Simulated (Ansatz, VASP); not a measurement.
# BiTe in VASP and in Ansatz

The input INCAR:

```
SYSTEM = BiTe
PREC = Accurate
ENCUT = 520
EDIFF = 1E-6
ISMEAR = -1
SIGMA = 0.15
LREAL = .FALSE.
LASPH = .TRUE.
NELM = 100
ALGO = Normal
ISIF = 2
LWAVE = .FALSE.
LCHARG = .FALSE.
GGA = PE
NBANDS = 18
```

Contents of KPOINTS:

```
regular mesh
0
G
  12 12 12
  0 0 0
```

The input POSCAR:

```
BiTe
1.0
    0.0000000000      3.2764357557      3.2764357557
    3.2764357557      0.0000000000      3.2764357557
    3.2764357557      3.2764357557      0.0000000000
Bi Te
1 1
Direct
    0.0000000000      0.0000000000      0.0000000000
    0.5000000000      0.5000000000      0.5000000000
```

Input for Ansatz:

```yaml
crystal:
  lattice:
    - [0.0, 3.2764357557, 3.2764357557]
    - [3.2764357557, 0.0, 3.2764357557]
    - [3.2764357557, 3.2764357557, 0.0]
  atoms:
    - { symbol: Bi, position: [0.0, 0.0, 0.0] }
    - { symbol: Te, position: [0.5, 0.5, 0.5] }
basis:
  ecutwfc: 420
kpoints:
  mp_grid: { grid: [12, 12, 12] }
hamiltonian:
  xc: pbe
scf:
  occupations: { method: fermi_dirac, width: 0.15 }
output:
  forces: true
  stress: true
  eigenvalues: true
```

Alike in both runs: task single point; functional PBE; k mesh 12 × 12 × 12; occupations fermi-dirac, width 0.15 eV; no spin polarisation.

|  | VASP | Ansatz |
| --- | --- | --- |
| version | VASP 6.6.1 | Ansatz 0.2.0 |
| potentials or method | VASP PAW PBE potentials, release 64 (Bi_d, Te), cutoff 520 eV | scalar-relativistic, plane waves, PAW |
| valence electrons in the cell | 21 | 31 |

|  | VASP | Ansatz | Ansatz less VASP |
| --- | --- | --- | --- |
| gap on the k mesh at the Fermi level (eV) | none | none | - |
| pressure (GPa) | -0.9 | -0.9 | +0.07 |

A gap of «none» marks a metal or a gap that the smearing closes. VASP's potentials hold 21 valence electrons a cell and Ansatz's 31, so a difference there can come from the potentials and not from the codes.

Neither program's run includes spin-orbit coupling.
